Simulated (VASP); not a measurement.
# WS2 in VASP: further runs, part 2 of 2

VASP 6.6.1.

## Step 5: Single point, PBE+D3(BJ)

The input, INCAR:

```
ALGO = Normal
DIPOL = 0.5 0.5 0.500
EDIFF = 1E-6
ENCUT = 520
GGA = PE
IDIPOL = 3
ISIF = 2
ISMEAR = 0
IVDW = 12
LASPH = True
LCHARG = False
LDIPOL = True
LREAL = False
LWAVE = False
NBANDS = 20
NELM = 80
PREC = Accurate
SIGMA = 0.02
```

The input, KPOINTS:

```
k-points
0
Gamma
  12 12 1
```

The input, POSCAR:

```
WS2
1.0
    2.9700000000      0.0000000000      0.0000000000
   -1.4850000000      2.5720954492      0.0000000000
    0.0000000000      0.0000000000     32.2910878415
S W
2 1
Direct
    0.3333333333      0.6666666667      0.4473909859
    0.3333333333      0.6666666667      0.5526212592
    0.6666666667      0.3333333333      0.5000061200
```

Potentials or basis: VASP PAW PBE potentials, release 64 (S, W_sv).

Command:

```console
$ cat potpaw_PBE.64/S/POTCAR potpaw_PBE.64/W_sv/POTCAR > POTCAR
$ mpirun -np 1 vasp_std > vasp.out
```

OUTCAR:

```text
EDIFF = 1E-6
   ENCUT = 520
   GGA = PE
   ISIF = 2
   ISMEAR = 0
   IVDW = 12
   LASPH = True
   LREAL = False
   NELM = 80
   PREC = Accurate
 IVDW          = 12

 ion  position               nearest neighbor table
   1  0.333  0.667  0.447-   3 2.41   3 2.41   3 2.41
   2  0.333  0.667  0.553-   3 2.41   3 2.41   3 2.41
   3  0.667  0.333  0.500-   1 2.41   1 2.41   1 2.41   2 2.41   2 2.41   2 2.41

  LATTYP: Found a hexagonal cell.
 ALAT       =     2.9700000000
 C/A-ratio  =    10.8724201487

  Lattice vectors:

 A1 = (   2.9700000000,   0.0000000000,   0.0000000000)
[... 632 lines left out ...]
  --------------------------------------------------------------------------------------
  -------------------------------------------------------------------------------------
  Total       5.59927     5.59927    -3.36427     0.00000    -0.00000     0.00000
  in kB      36.36767    36.36767   -21.85117     0.00000    -0.00000     0.00000
  external pressure =       16.96 kB  Pullay stress =        0.00 kB

 VOLUME and BASIS-vectors are now :
 -----------------------------------------------------------------------------
  energy-cutoff  :      520.00
  volume of cell :      246.68
      direct lattice vectors                 reciprocal lattice vectors
     2.970000000  0.000000000  0.000000000     0.336700337  0.194394030  0.000000000
    -1.485000000  2.572095449  0.000000000     0.000000000  0.388788060  0.000000000
     0.000000000  0.000000000 32.291087842     0.000000000  0.000000000  0.030968297

 POSITION                                       TOTAL-FORCE (eV/Angst)
 -----------------------------------------------------------------------------------
     -0.00000      1.71473     14.44674         0.000000     -0.000000      0.981385
     -0.00000      1.71473     17.84474         0.000000     -0.000000     -0.981385
      1.48500      0.85737     16.14574        -0.000000      0.000000     -0.000000
 -----------------------------------------------------------------------------------
    total drift:                               -0.000000      0.000000     -0.000168

  FREE ENERGIE OF THE ION-ELECTRON SYSTEM (eV)
  ---------------------------------------------------
  free  energy   TOTEN  =       -24.1392635780 eV

  energy  without entropy=      -24.1392635780  energy(sigma->0) =      -24.13926358

 vacuum level on the upper side and lower side of the slab         2.629         2.629
```

Run time: 80 s. Hardware: 1 thread of Intel Xeon 6975P-C (Granite Rapids), shared host; peak memory 0.42 GiB.

Results:

```
Free energy                : -24.1393 eV
Largest force              : 0.981 eV/Å
Band gap on the k mesh     : 1.41 eV (least direct gap 2.15 eV)
Dispersion energy per atom : -0.343 eV
```

Forces on the atoms (eV/Å):
```
S    0.000  0.000  0.981
S    0.000  0.000 -0.981
W    0.000  0.000  0.000
```

Levels at points of the mesh, in eV from the valence-band top:
| k point | band 9 | band 10 | band 11 | band 12 | band 13 | band 14 | band 15 | band 16 | band 17 | band 18 |
| --- | --- | --- | --- | --- | --- | --- | --- | --- | --- | --- |
| (0.00, 0.00, 0.00) | -2.02 | -2.02 | -1.22 | -0.58 | -0.58 | 3.30 | 3.30 | 3.53 | 3.53 | 4.94 |
| (0.50, 0.00, 0.00) | -4.69 | -2.87 | -2.82 | -1.15 | -0.47 | 3.30 | 3.92 | 4.09 | 4.76 | 6.35 |

Caveat: spin-orbit coupling is left out, which moves the levels of the heavy elements.

## Step 6: Single point, PBE+D3(BJ)

The input, INCAR:

```
SYSTEM = WS2
PREC     = Accurate       ! precision mode
ENCUT    = 520            ! plane-wave cutoff, eV
EDIFF    = 1E-7           ! SCF threshold, eV
ISMEAR   = 0              ! smearing method
SIGMA    = 0.02           ! smearing width, eV
LREAL    = .FALSE.        ! projectors in reciprocal space
LASPH    = .TRUE.         ! aspherical terms in the spheres
NELM     = 100            ! most SCF steps
ALGO     = Normal         ! electronic algorithm
ISIF     = 2              ! what is computed and relaxed
LWAVE    = .FALSE.        ! write WAVECAR
LCHARG   = .FALSE.        ! write CHGCAR
LDIPOL   = .TRUE.       
IDIPOL   = 3            
DIPOL    = 0.5 0.5 0.500
GGA      = PE             ! functional
IVDW     = 12             ! dispersion correction
NBANDS   = 20             ! bands
```

The input, KPOINTS:

```
Automatic mesh
0
G
  12 12 1
  0 0 0
```

The input, POSCAR:

```
WS2
1.0
    2.9700000000      0.0000000000      0.0000000000
   -1.4850000000      2.5720954492      0.0000000000
    0.0000000000      0.0000000000     32.2910878415
S W
2 1
Direct
    0.3333333333      0.6666666667      0.4537394868
    0.3333333333      0.6666666667      0.5462727583
    0.6666666667      0.3333333333      0.5000061203
```

Potentials or basis: VASP PAW PBE potentials, release 64 (S, W_sv).

Command:

```console
$ cat potpaw_PBE.64/S/POTCAR potpaw_PBE.64/W_sv/POTCAR > POTCAR
$ mpirun -np 1 vasp_std > vasp.out
```

OUTCAR:

```text
SYSTEM = WS2
   PREC = Accurate
   ENCUT = 520
   EDIFF = 1E-7
   ISMEAR = 0
   LREAL = .FALSE.
   LASPH = .TRUE.
   NELM = 100
   ISIF = 2
   GGA = PE
   IVDW = 12
 IVDW          = 12

 ion  position               nearest neighbor table
   1  0.333  0.667  0.454-   3 2.27   3 2.27   3 2.27
   2  0.333  0.667  0.546-   3 2.27   3 2.27   3 2.27
   3  0.667  0.333  0.500-   1 2.27   1 2.27   1 2.27   2 2.27   2 2.27   2 2.27

  LATTYP: Found a hexagonal cell.
 ALAT       =     2.9700000000
 C/A-ratio  =    10.8724201487

  Lattice vectors:

 A1 = (   2.9700000000,   0.0000000000,   0.0000000000)
 A2 = (  -1.4850000000,   2.5720954492,   0.0000000000)
 A3 = (   0.0000000000,   0.0000000000,  32.2910878415)

Analysis of symmetry for initial positions (statically):
=====================================================================
 Subroutine PRICEL returns:
 Original cell was already a primitive cell.

 Routine SETGRP: Setting up the symmetry group for a
 hexagonal supercell.

 Subroutine GETGRP returns: Found 12 space group operations
 (whereof  6 operations were pure point group operations)
[... 166 lines left out ...]

 val. band max:       -3.0065939183   @ k =   0.3333   0.3333   0.0000
 cond. band min:      -0.7379396363   @ k =   0.1667   0.1667   0.0000
 fundamental gap:      2.2686542820
 Fermi energy:        -2.8273167249

 k-point     1 :       0.0000    0.0000    0.0000
  band No.  band energies     occupation
      1     -76.4996      2.00000
      2     -41.0387      2.00000
      3     -40.6007      2.00000
      4     -40.6007      2.00000
      5     -18.9744      2.00000
      6     -16.7510      2.00000
[... 426 lines left out ...]
     19       4.8882      0.00000
     20       6.7102      0.00000

------------------------ aborting loop because EDIFF is reached ----------------------------------------

 vacuum level on the upper side and lower side of the slab       (xc-potential included)        -0.009        -0.009

 Edisp (eV)   -1.07733

 E8    (eV) :    -0.4854

  FORCE on cell =-STRESS in cart. coord.  units (eV):
  Direction    XX          YY          ZZ          XY          YZ          ZX
  --------------------------------------------------------------------------------------
  -------------------------------------------------------------------------------------
  Total      11.75760    11.75760    11.81174    -0.00000     0.00000     0.00000
  in kB      76.36654    76.36654    76.71819    -0.00000     0.00000     0.00000
  external pressure =       76.48 kB  Pullay stress =        0.00 kB

 VOLUME and BASIS-vectors are now :
 -----------------------------------------------------------------------------
  energy-cutoff  :      520.00
  volume of cell :      246.68
      direct lattice vectors                 reciprocal lattice vectors
     2.970000000  0.000000000  0.000000000     0.336700337  0.194394030  0.000000000
    -1.485000000  2.572095449  0.000000000     0.000000000  0.388788060  0.000000000
     0.000000000  0.000000000 32.291087842     0.000000000  0.000000000  0.030968297

 POSITION                                       TOTAL-FORCE (eV/Angst)
 -----------------------------------------------------------------------------------
     -0.00000      1.71473     14.65174        -0.000000     -0.000000     -3.962854
     -0.00000      1.71473     17.63974        -0.000000      0.000000      3.962854
      1.48500      0.85737     16.14574         0.000000      0.000000      0.000000
 -----------------------------------------------------------------------------------
    total drift:                                0.000000     -0.000000     -0.000157

  FREE ENERGIE OF THE ION-ELECTRON SYSTEM (eV)
  ---------------------------------------------------
  free  energy   TOTEN  =       -23.6160419367 eV

  energy  without entropy=      -23.6160419367  energy(sigma->0) =      -23.61604194

 vacuum level on the upper side and lower side of the slab         2.645         2.645
```

stdout:

```text
POSCAR found type information on POSCAR S W
 POSCAR found :  2 types and       3 ions
 scaLAPACK will be used
 LDA part: xc-table for (Slater+PW92), standard interpolation
 POSCAR, INCAR and KPOINTS ok, starting setup
 FFT: planning ... GRIDC
 FFT: planning ... GRID_SOFT
 FFT: planning ... GRID
 WAVECAR not read
 entering main loop
```

It took 86 s on 1 thread of Intel Xeon 6975P-C (Granite Rapids), shared host; peak memory 0.41 GiB.

What came out:

* Free energy: -23.6160 eV
* Largest force: 3.963 eV/Å
* Band gap on the k mesh: 2.27 eV (least direct gap 2.48 eV)
* Dispersion energy per atom: -0.359 eV

Forces in eV/Å, atoms in the order of the input:
```
S    0.000  0.000 -3.963
S    0.000  0.000  3.963
W    0.000  0.000  0.000
```

Caveat: spin-orbit coupling is left out, which moves the levels of the heavy elements.

## Step 7: The runs side by side

```tsv
cell	gap on the mesh (eV)	largest force (eV/Å)
as given, atomic positions A	2.31	5.28
as given, atomic positions B	2.07	2.76
as given, atomic positions C	1.72	0.69
as given, atomic positions D	1.41	0.98
as given, atomic positions E	2.27	3.96
```

Alike in all rows: task single point; level PBE+D3(BJ); potentials or basis VASP PAW PBE potentials, release 64 (S, W_sv); no spin polarisation; k mesh 12 × 12 × 1; cutoff (eV) 520; smearing gaussian 0.02 eV.

Caveats: spin-orbit coupling is left out, which moves the levels of the heavy elements.

Absolute energies hang on the potentials; compare differences alone.
